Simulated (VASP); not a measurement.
**SnH: single point with LDA**

The system is SnH, a slab with vacuum.

```
Sn H
1.0
     4.65864    0.00000    0.00000
    -2.32932    4.03450    0.00000
     0.00000    0.00000   32.36693
Sn H
2 2
Direct
  0.33333 0.66667 0.32172
  0.66667 0.33333 0.29619
  0.33333 0.66667 0.37492
  0.66667 0.33333 0.24299
```

| Item | Value |
| --- | --- |
| Program | VASP 6.6.1 |
| Task | single point |
| Functional | LDA |
| Potentials or basis | VASP PAW LDA potentials, release 64 (Sn_d, H) |
| Cutoff | 520 eV |
| k mesh | 6 × 6 × 1 |
| Occupations | gaussian, width 0.01 eV |
| Spin | no spin polarisation |
| Dipole correction | yes |
| Further INCAR settings | ALGO = Normal; EDIFF = 1e-07; NBANDS = 23 |

- Largest force: 0.176 eV/Å
- Band gap on the k mesh: 0.48 eV, direct

Forces in eV/Å, atoms in the order of the input:
```
Sn   0.000  0.000 -0.176
Sn   0.000  0.000  0.176
H    0.000  0.000 -0.001
H    0.000  0.000  0.001
```

Levels at points of the mesh, in eV from the valence-band top:
```tsv
k point	band 11	band 12	band 13	band 14	band 15	band 16	band 17	band 18	band 19	band 20
(0.00, 0.00, 0.00)	-9.40	-5.35	-2.08	0.00	0.00	0.48	3.44	3.44	3.65	4.41
(0.50, 0.00, 0.00)	-7.97	-6.66	-2.98	-2.38	-1.24	1.57	3.41	4.12	5.54	6.11
```

Wall time 100 s on 1 thread of Intel(R) Xeon(R) 6975P-C (Granite Rapids), with other jobs on the host, peak memory 0.49 GiB.

Caveat: spin-orbit coupling is left out, which moves the levels of the heavy elements.
